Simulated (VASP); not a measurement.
Input of a VASP 6.6.1 run:

INCAR

```
SYSTEM = InGa2N3
PREC = Accurate
ENCUT = 520
EDIFF = 1E-6
ISMEAR = 0
SIGMA = 0.1
LREAL = .False.
LASPH = .True.
NELM = 150
ALGO = Normal
ISIF = 2
LWAVE = .False.
LCHARG = .False.
ISPIN = 2
MAGMOM = 0 0 0 1 1 1
LORBIT = 11
GGA = PE
NBANDS = 40
```

File KPOINTS:

```
Automatic mesh
0
Gamma
  6 4 4
  0 0 0
```

POSCAR

```
InGa2N3
1.0
    3.6854971900      0.0000000000      0.0000000000
    0.0000000000      4.0801459300      0.0000000000
    0.0000000000      0.0000000000      6.7271794600
In Ga N
1 2 3
Direct
    0.0000000000      0.5000000000      0.0000000000
    0.5000000000      0.5000000000      0.6754638800
    0.5000000000      0.5000000000      0.3245361200
    0.2389051300      0.0000000000      0.5000000000
    0.7610948700      0.0000000000      0.5000000000
    0.0000000000      0.5000000000      0.5000000000
```

Potentials or basis: VASP PAW PBE potentials, release 64 (In_d, Ga_d, N).

The run is started by

```console
$ cat potpaw_PBE.64/In_d/POTCAR potpaw_PBE.64/Ga_d/POTCAR potpaw_PBE.64/N/POTCAR > POTCAR
$ mpirun -np 1 vasp_std > vasp.out
```

**Question.** What does it give for the largest force?

**Answer.** 2.445 eV/Å.

**Question.** What does it give for the band gap on the k mesh?

**Answer.** Zero (filled and empty bands overlap).

**Question.** What does it give for the net moment?

**Answer.** 0.00 μB per cell.

Stress tensor (GPa, compression positive):
```
-12.68   0.00   0.00
  0.00   1.04   0.00
  0.00   0.00  12.31
```

Caveat: the k points lie up to 0.38 Å⁻¹ apart, too coarse for converged energies and pressures of a metal; spin-orbit coupling is left out, which moves the levels of the heavy elements; forces of over 1 eV/Å act on the atoms, so gaps and moduli don't describe the material at rest.
